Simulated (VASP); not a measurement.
The system is CdF2.

```
Cd F
1.0
     0.00000    2.73836    2.69418
     2.73836    0.00000    2.69418
     2.73836    2.73836    0.00000
Cd F
1 2
Direct
  0.00000 0.00000 0.00000
  0.25000 0.25000 0.25000
  0.75000 0.75000 0.75000
```

This cell differs from its parent crystal: biaxial xy strain +1.6%.

Base run:

* Program: VASP 6.6.1
* Functional: PBE
* Potentials or basis: VASP PAW PBE potentials, release 64 (Cd, F)
* Cutoff: 520 eV
* k mesh: 8 × 8 × 8
* Occupations: fermi-dirac, width 0.02 eV
* Spin: no spin polarisation

Its results: band gap on the k mesh 2.94 eV, indirect (least direct gap 3.47 eV); pressure 2.5 GPa.

**Question.** The run is repeated on the same cell with these changes: potentials or basis from VASP PAW PBE potentials, release 64 (Cd, F) to VASP PAW PBE potentials, release 64 (Cd_sv_GW, F); cutoff from 520 eV to 600 eV; further incar settings from ALGO = Normal; EDIFF = 1e-06; NBANDS = 20 to ALGO = Normal; EDIFF = 1e-06; NBANDS = 24; valence electrons from 26 to 34. What comes out?

**Answer.** Band gap on the k mesh 2.96 eV, indirect (least direct gap 3.49 eV); pressure 1.0 GPa.

A k mesh can miss the band edges.
